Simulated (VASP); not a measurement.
# Sn5PbS6 (P-3m1) in VASP: single point with PBE

Aim: the single point of Sn5PbS6 with PBE.

Everything below comes from runs of VASP 6.6.1. Logs are shortened: lines on timing, memory, paths and dates and some standing lists are left out, and cuts for length are marked.

## Step 1: The cell of the first run

Symmetry: P-3m1, No. 164, trigonal system. Conventional cell: a = 4.194 Å, b = 4.194 Å, c = 20.547 Å, α = 90.00°, β = 90.00°, γ = 120.00°. Sn (site symmetry 3m) has 6 S at 2.97 Å within 3.9 Å. Within 3.9 Å of Sn (site symmetry 3m) lie 6 S at 2.97 Å. Sn (site symmetry -3m) has 6 S at 2.97 Å within 3.9 Å. Pb (site symmetry -3m) has 6 S at 2.97 Å within 3.9 Å. S (site symmetry 3m) has 6 Sn at 2.97 Å within 3.9 Å. S (site symmetry 3m) has 3 Pb at 2.97 Å and 3 Sn at 2.97 Å within 3.9 Å. S (site symmetry 3m) has 6 Sn at 2.97 Å within 3.9 Å.

## Step 2: Single point, PBE

INCAR reads:

```
PREC = Accurate
ENCUT = 520
EDIFF = 1E-7
ISMEAR = 0
SIGMA = 0.1
LREAL = False
LASPH = True
NELM = 100
ALGO = Normal
ISIF = 2
LWAVE = False
LCHARG = False
GGA = PE
NBANDS = 72
```

KPOINTS reads:

```
regular mesh
0
Gamma
  6 6 1
```

POSCAR reads:

```
Sn5PbS6
1.0
    4.1940675200      0.0000000000      0.0000000000
   -2.0970337600      3.6321690100      0.0000000000
    0.0000000000      0.0000000000     20.5466507300
Sn Pb S
5 1 6
Direct
    0.3333333300      0.6666666700      0.8333333300
    0.6666666700      0.3333333300      0.6666666700
    0.3333333300      0.6666666700      0.3333333300
    0.6666666700      0.3333333300      0.1666666700
    0.0000000000      0.0000000000      0.0000000000
    0.0000000000      0.0000000000      0.5000000000
    0.0000000000      0.0000000000      0.7500000000
    0.3333333300      0.6666666700      0.5833333300
    0.6666666700      0.3333333300      0.4166666700
    0.0000000000      0.0000000000      0.2500000000
    0.3333333300      0.6666666700      0.0833333300
    0.6666666700      0.3333333300      0.9166666700
```

Potentials or basis: VASP PAW PBE potentials, release 64 (Sn_d, Pb_d, S).

Launch:

```bash
$ cat potpaw_PBE.64/Sn_d/POTCAR potpaw_PBE.64/Pb_d/POTCAR potpaw_PBE.64/S/POTCAR > POTCAR
$ mpirun -np 1 vasp_std > vasp.out
```

OUTCAR:

```text
PREC = Accurate
   ENCUT = 520
   EDIFF = 1E-7
   ISMEAR = 0
   LREAL = False
   LASPH = True
   NELM = 100
   ISIF = 2
   GGA = PE

 ion  position               nearest neighbor table
   1  0.333  0.667  0.833-   7 2.97   7 2.97   7 2.97  12 2.97  12 2.97  12 2.97
   2  0.667  0.333  0.667-   7 2.97   7 2.97   7 2.97   8 2.97   8 2.97   8 2.97
   3  0.333  0.667  0.333-  10 2.97  10 2.97  10 2.97   9 2.97   9 2.97   9 2.97
   4  0.667  0.333  0.167-  10 2.97  10 2.97  10 2.97  11 2.97  11 2.97  11 2.97
   5  0.000  0.000  0.000-  11 2.97  12 2.97  11 2.97  12 2.97  12 2.97  11 2.97
   6  0.000  0.000  0.500-   8 2.97   9 2.97   8 2.97   9 2.97   9 2.97   8 2.97
   7  0.000  0.000  0.750-   1 2.97   2 2.97   1 2.97   2 2.97   2 2.97   1 2.97
   8  0.333  0.667  0.583-   6 2.97   6 2.97   6 2.97   2 2.97   2 2.97   2 2.97
   9  0.667  0.333  0.417-   6 2.97   6 2.97   6 2.97   3 2.97   3 2.97   3 2.97
  10  0.000  0.000  0.250-   3 2.97   4 2.97   3 2.97   4 2.97   4 2.97   3 2.97
  11  0.333  0.667  0.083-   5 2.97   5 2.97   5 2.97   4 2.97   4 2.97   4 2.97
  12  0.667  0.333  0.917-   5 2.97   5 2.97   5 2.97   1 2.97   1 2.97   1 2.97

  LATTYP: Found a hexagonal cell.
 ALAT       =     4.1940675200
 C/A-ratio  =     4.8989794828

  Lattice vectors:

 A1 = (   4.1940675200,   0.0000000000,   0.0000000000)
 A2 = (  -2.0970337600,   3.6321690100,   0.0000000000)
 A3 = (   0.0000000000,   0.0000000000,  20.5466507300)

Analysis of symmetry for initial positions (statically):
=====================================================================
 Subroutine PRICEL returns:
 Original cell was already a primitive cell.

 Routine SETGRP: Setting up the symmetry group for a
 hexagonal supercell.

 Subroutine GETGRP returns: Found 12 space group operations
 (whereof 12 operations were pure point group operations)
 out of a pool of 24 trial point group operations.

The static configuration has the point symmetry D_3d.

Analysis of symmetry for dynamics (positions and initial velocities):
=====================================================================
 Subroutine PRICEL returns:
 Original cell was already a primitive cell.

 Routine SETGRP: Setting up the symmetry group for a
 hexagonal supercell.

 Subroutine GETGRP returns: Found 12 space group operations
 (whereof 12 operations were pure point group operations)
 out of a pool of 24 trial point group operations.

The dynamic configuration has the point symmetry D_3d.

 Subroutine INISYM returns: Found 12 space group operations
 (whereof 12 operations are pure point group operations),
 and found     1 'primitive' translations

----------------------------------------------------------------------------------------

                                     Primitive cell

  volume of cell :     312.9987

  direct lattice vectors                    reciprocal lattice vectors
     4.194067520  0.000000000  0.000000000     0.238432022  0.137658792  0.000000000
    -2.097033760  3.632169010  0.000000000     0.000000000  0.275317585  0.000000000
     0.000000000  0.000000000 20.546650730     0.000000000  0.000000000  0.048669733

  length of vectors
     4.194067520  4.194067513 20.546650730     0.275317585  0.275317585  0.048669733

  position of ions in fractional coordinates (direct lattice)
     0.333333330  0.666666670  0.833333330
     0.666666670  0.333333330  0.666666670
     0.333333330  0.666666670  0.333333330
     0.666666670  0.333333330  0.166666670
     0.000000000  0.000000000  0.000000000
     0.000000000  0.000000000  0.500000000
     0.000000000  0.000000000  0.750000000
     0.333333330  0.666666670  0.583333330
     0.666666670  0.333333330  0.416666670
     0.000000000  0.000000000  0.250000000
     0.333333330  0.666666670  0.083333330
     0.666666670  0.333333330  0.916666670

  ion indices of the primitive-cell ions
   primitive index   ion index
                 1           1
                 2           2
                 3           3
                 4           4
                 5           5
                 6           6
                 7           7
                 8           8
                 9           9
                10          10
                11          11
                12          12

----------------------------------------------------------------------------------------

 KPOINTS: regular mesh

Automatic generation of k-mesh.
 Grid dimensions read from file:
 generate k-points for:    6    6    1

 Generating k-lattice:

  Cartesian coordinates                     Fractional coordinates (reciprocal lattice)
     0.039738670  0.022943132  0.000000000     0.166666667 -0.000000000  0.000000000
     0.000000000  0.045886264  0.000000000     0.000000000  0.166666667  0.000000000
     0.000000000  0.000000000  0.048669733     0.000000000  0.000000000  1.000000000

  Length of vectors
     0.045886264  0.045886264  0.048669733

  Shift w.r.t. Gamma in fractional coordinates (k-lattice)
     0.000000000  0.000000000  0.000000000

 Subroutine IBZKPT returns following result:
 ===========================================

 Found      7 irreducible k-points:

 Following reciprocal coordinates:
            Coordinates               Weight
  0.000000  0.000000  0.000000      1.000000
  0.166667 -0.000000  0.000000      6.000000
  0.333333 -0.000000  0.000000      6.000000
  0.500000 -0.000000  0.000000      3.000000
  0.166667  0.166667  0.000000      6.000000
  0.333333  0.166667  0.000000     12.000000
  0.333333  0.333333  0.000000      2.000000
   k-points           NKPTS =      7   k-points in BZ     NKDIM =      7   number of bands    NBANDS=     72
   number of dos      NEDOS =    301   number of ions     NIONS =     12
   total plane-waves  NPLWV = 163840
   dimension x,y,z NGX =    32 NGY =   32 NGZ =  160
   dimension x,y,z NGXF=    64 NGYF=   64 NGZF=  320
   ions per type =               5   1   6
   NGX,Y,Z   is equivalent  to a cutoff of  12.68, 12.68, 12.95 a.u.
   NGXF,Y,Z  is equivalent  to a cutoff of  25.37, 25.37, 25.89 a.u.
 SYSTEM =  unknown system
   PREC   = accura    normal or accurate (medium, high low for compatibility)
   ISTART =      0    job   : 0-new  1-cont  2-samecut
   ICHARG =      2    charge: 1-file 2-atom 10-const
   ISPIN  =      1    spin polarized calculation?
   LNONCOLLINEAR =      F non collinear calculations
   LSORBIT =      F    spin-orbit coupling
   LASPH  =      T    aspherical Exc in radial PAW
   ENCUT  =  520.0 eV  38.22 Ry    6.18 a.u.   7.80  7.80 38.20*2*pi/ulx,y,z
   NELM   =    100;   NELMIN=  2; NELMDL= -5     # of ELM steps
   EDIFF  = 0.1E-06   stopping-criterion for ELM
   LREAL  =      F    real-space projection
   EDIFFG = 0.1E-05   stopping-criterion for IOM
   NSW    =      0    number of steps for IOM
   IBRION =     -1    ionic relax: 0-MD 1-quasi-New 2-CG
   NFREE  =      0    steps in history (QN), initial steepest desc. (CG)
   ISIF   =      2    stress and relaxation
   ISYM   =      2    0-nonsym 1-usesym 2-fastsym
   POTIM  = 0.5000    time-step for ionic-motion
   TEBEG  =    0.0;   TEEND  =   0.0 temperature during run
   PSTRESS=    0.0 pullay stress
   NELECT =     120.0000    total number of electrons
   NUPDOWN=      -1.0000    fix difference up-down
   EMIN   =  10.00;   EMAX   =-10.00  energy-range for DOS
   EFERMI =   0.00;   METHOD = LEGACY
   ISMEAR =     0;   SIGMA  =   0.10  broadening in eV -4-tet -1-fermi 0-gaus
   EFERMI_NEDOS =   21; number of points for ismear=-14 and -15
   IALGO  =     38    algorithm
   IMIX   =      4    mixing-type and parameters
     AMIX     =   0.40;   BMIX     =  1.00
     AMIX_MAG =   1.60;   BMIX_MAG =  1.00
  volume/ion in A,a.u.               =      26.08       176.02
  Fermi-wavevector in a.u.,A,eV,Ry     =   1.189290  2.247432 19.244224  1.414411
  Thomas-Fermi vector in A             =   2.325401
   LORBIT       =      0    0 simple, 1 ext, 2 COOP (PROOUT), +10 PAW based schemes
   GGA     = PE    functional components
   LHFCALC =     F    Hartree Fock is set to
   AEXX    =    0.0000 exact exchange contribution
   IVDW    =     0    specifies the selected vdW correction
   LEPSILON=     F    determine dielectric tensor
   LRPA    =     F    only Hartree local field effects (RPA)
 non-spin polarized calculation
 Gauss-broadening in eV      SIGMA  =   0.10
  energy-cutoff  :      520.00
  volume of cell :      313.00
 maximum number of plane-waves:      8472
 NGX is ok and might be reduce to    32
   NGX = 15   NGY = 15   NGZ = 77

 number of electron     120.0000000 magnetization

 Free energy of the ion-electron system (eV)
  ---------------------------------------------------
  ext. energy  EPLUGINS =         0.00000000
  ---------------------------------------------------
  free energy    TOTEN  =       -52.59499788 eV

  energy without entropy =      -52.59078418  energy(sigma->0) =      -52.59289103

 E-fermi :   6.0369     XC(G=0):  -9.5453

 val. band max:        5.9329117962   @ k =   0.0000   0.0000   0.0000
 cond. band min:       6.1372196537   @ k =   0.0000   0.0000   0.0000
 fundamental gap:      0.2043078576
 Fermi energy:         6.0368778827

 k-point     1 :       0.0000    0.0000    0.0000
  band No.  band energies     occupation
      1     -15.8270      2.00000
      2     -15.8270      2.00000
      3     -15.8266      2.00000
      4     -15.8254      2.00000
      5     -15.8254      2.00000
      6     -15.8242      2.00000
[... 64 lines left out ...]
     71       9.0218      0.00000
     72       9.2609      0.00000

 k-point     2 :       0.1667   -0.0000    0.0000
  band No.  band energies     occupation
      1     -15.8295      2.00000
      2     -15.8274      2.00000
      3     -15.8257      2.00000
      4     -15.8250      2.00000
      5     -15.8237      2.00000
      6     -15.8235      2.00000
[... 64 lines left out ...]
     71       9.0479      0.00000
     72       9.1460      0.00000

 k-point     3 :       0.3333   -0.0000    0.0000
  band No.  band energies     occupation
      1     -15.8366      2.00000
      2     -15.8320      2.00000
      3     -15.8308      2.00000
      4     -15.8286      2.00000
      5     -15.8262      2.00000
      6     -15.8247      2.00000
[... 64 lines left out ...]
     71       9.2001      0.00000
     72       9.3421      0.00000

 k-point     4 :       0.5000   -0.0000    0.0000
  band No.  band energies     occupation
      1     -15.8414      2.00000
      2     -15.8356      2.00000
      3     -15.8328      2.00000
      4     -15.8311      2.00000
      5     -15.8279      2.00000
      6     -15.8268      2.00000
[... 64 lines left out ...]
     71       9.1882      0.00000
     72       9.2372      0.00000

 k-point     5 :       0.1667    0.1667    0.0000
  band No.  band energies     occupation
      1     -15.8317      2.00000
      2     -15.8288      2.00000
      3     -15.8275      2.00000
      4     -15.8266      2.00000
      5     -15.8256      2.00000
      6     -15.8237      2.00000
[... 64 lines left out ...]
     71       9.3151      0.00000
     72       9.3932      0.00000

 k-point     6 :       0.3333    0.1667    0.0000
  band No.  band energies     occupation
      1     -15.8371      2.00000
      2     -15.8326      2.00000
      3     -15.8297      2.00000
      4     -15.8287      2.00000
      5     -15.8275      2.00000
      6     -15.8246      2.00000
[... 64 lines left out ...]
     71       9.6087      0.00000
     72       9.6867      0.00000

 k-point     7 :       0.3333    0.3333    0.0000
  band No.  band energies     occupation
      1     -15.8332      2.00000
      2     -15.8331      2.00000
      3     -15.8310      2.00000
      4     -15.8299      2.00000
      5     -15.8224      2.00000
      6     -15.8224      2.00000
[... 64 lines left out ...]
     71       9.5540      0.00000
     72       9.6605      0.00000

------------------------ aborting loop because EDIFF is reached ----------------------------------------

  FORCE on cell =-STRESS in cart. coord.  units (eV):
  Direction    XX          YY          ZZ          XY          YZ          ZX
  --------------------------------------------------------------------------------------
  -------------------------------------------------------------------------------------
  Total       -3.3476606     -3.3476605     -3.2877641     -0.0000000      0.0000000     -0.0000000
  in kB      -17.1360016    -17.1360015    -16.8294034     -0.0000000      0.0000000     -0.0000000
  external PRESSURE =     -17.0338022 kB  Pullay stress =       0.0000000 kB

 VOLUME and BASIS-vectors are now :
 -----------------------------------------------------------------------------
  energy-cutoff  :      520.00
  volume of cell :      313.00
      direct lattice vectors                 reciprocal lattice vectors
     4.194067520  0.000000000  0.000000000     0.238432022  0.137658792  0.000000000
    -2.097033760  3.632169010  0.000000000     0.000000000  0.275317585  0.000000000
     0.000000000  0.000000000 20.546650730     0.000000000  0.000000000  0.048669733

 POSITION                                       TOTAL-FORCE (eV/Angst)
 -----------------------------------------------------------------------------------
     -0.00000      2.42145     17.12221         0.000000      0.000000     -0.007071
      2.09703      1.21072     13.69777        -0.000000      0.000000      0.029878
     -0.00000      2.42145      6.84888         0.000000     -0.000000     -0.029878
      2.09703      1.21072      3.42444        -0.000000     -0.000000      0.007071
      0.00000      0.00000      0.00000         0.000000      0.000000      0.000000
      0.00000      0.00000     10.27333         0.000000      0.000000      0.000000
      0.00000      0.00000     15.40999         0.000000      0.000000      0.009631
     -0.00000      2.42145     11.98555         0.000000     -0.000000      0.336146
      2.09703      1.21072      8.56110        -0.000000      0.000000     -0.336146
      0.00000      0.00000      5.13666         0.000000     -0.000000     -0.009631
     -0.00000      2.42145      1.71222         0.000000     -0.000000     -0.004886
      2.09703      1.21072     18.83443        -0.000000      0.000000      0.004886
 -----------------------------------------------------------------------------------
    total drift:                               -0.000000      0.000000     -0.000000

  FREE ENERGIE OF THE ION-ELECTRON SYSTEM (eV)
  ---------------------------------------------------
  free  energy   TOTEN  =       -52.5949978844 eV

  energy  without entropy=      -52.5907841757  energy(sigma->0) =      -52.59289103
```

Wall time 2.4 min (1 thread of AMD EPYC 7R13 (Zen 3), shared host); peak memory 0.45 GiB.

What came out:

| Quantity | Value |
| --- | --- |
| Free energy | -52.5950 eV |
| Pressure | -1.7 GPa |
| Largest force | 0.336 eV/Å |
| Band gap on the k mesh | 0.20 eV |

Forces in eV/Å, atoms in the order of the input:
```
Sn   0.000  0.000 -0.007
Sn   0.000  0.000  0.030
Sn   0.000  0.000 -0.030
Sn   0.000  0.000  0.007
Sn   0.000  0.000  0.000
Pb   0.000  0.000  0.000
S    0.000  0.000  0.010
S    0.000  0.000  0.336
S    0.000  0.000 -0.336
S    0.000  0.000 -0.010
S    0.000  0.000 -0.005
S    0.000  0.000  0.005
```

Caveat: spin-orbit coupling is left out, which moves the levels of the heavy elements; an odd mesh through Γ misses points on the zone boundary, where band edges can lie.
